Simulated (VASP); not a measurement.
The system is TePd.

```
Pd Te
1.0
     3.63109    0.00000    0.00000
     0.00000    3.63109    0.00000
     0.00000    0.00000    3.63109
Pd Te
1 1
Direct
  0.00000 0.00000 0.00000
  0.50000 0.50000 0.50000
```

Base run:

| Property | Result |
| --- | --- |
| Program | VASP 6.6.1 |
| Functional | LDA |
| Potentials or basis | VASP PAW LDA potentials, release 64 (Pd, Te) |
| Cutoff | 500 eV |
| k mesh | 5 × 5 × 5 |
| Occupations | gaussian, width 0.05 eV |
| Spin | collinear spin, ferromagnetic start |
| Starting moments | [0.59, 1.0] μB |
| Fixed moment | 1.8 μB |
| Hubbard terms | Pd d U = 5.0 eV, J = 0.9 eV |

Its results: pressure -10.9 GPa; site moments Pd +0.64; Te +0.70 μB.

Question: The run is repeated on the same cell with these changes: fixed moment from 1.8 μB to 1 μB; moments at the start from [0.59, 1.0] to [1.0, 0.0]. What comes out?

Answer: Pressure -15.4 GPa; site moments Pd +0.46; Te +0.33 μB.

Caveats: the total moment is fixed, so each spin has its own Fermi level; the U is typed as a test and isn't derived for this compound.
